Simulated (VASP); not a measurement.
Input of a VASP 6.6.1 run:

File INCAR:

```
PREC = Accurate
ENCUT = 520
EDIFF = 1E-6
ISMEAR = -1
SIGMA = 0.05
LREAL = F
LASPH = T
NELM = 100
ALGO = Normal
ISIF = 2
LWAVE = F
LCHARG = F
GGA = PE
NBANDS = 10
```

Contents of KPOINTS:

```
Automatic mesh
0
Gamma
  9 9 9
```

File POSCAR:

```
I
1.0
   -2.0893754423      2.0893754423      2.0893754423
    2.0893754423     -2.0893754423      2.0893754423
    2.0893754423      2.0893754423     -2.0893754423
I
1
Direct
    0.0000000000      0.0000000000      0.0000000000
```

Potentials or basis: VASP PAW PBE potentials, release 64 (I).

Command:

```bash
$ cat potpaw_PBE.64/I/POTCAR > POTCAR
$ mpirun -np 1 vasp_std > vasp.out
```

Problem. Predict the pressure.

Solution. -0.2 GPa.

Caveat: an odd number of electrons without spin polarisation forces a metal; a magnetic or distorted state may lie lower.
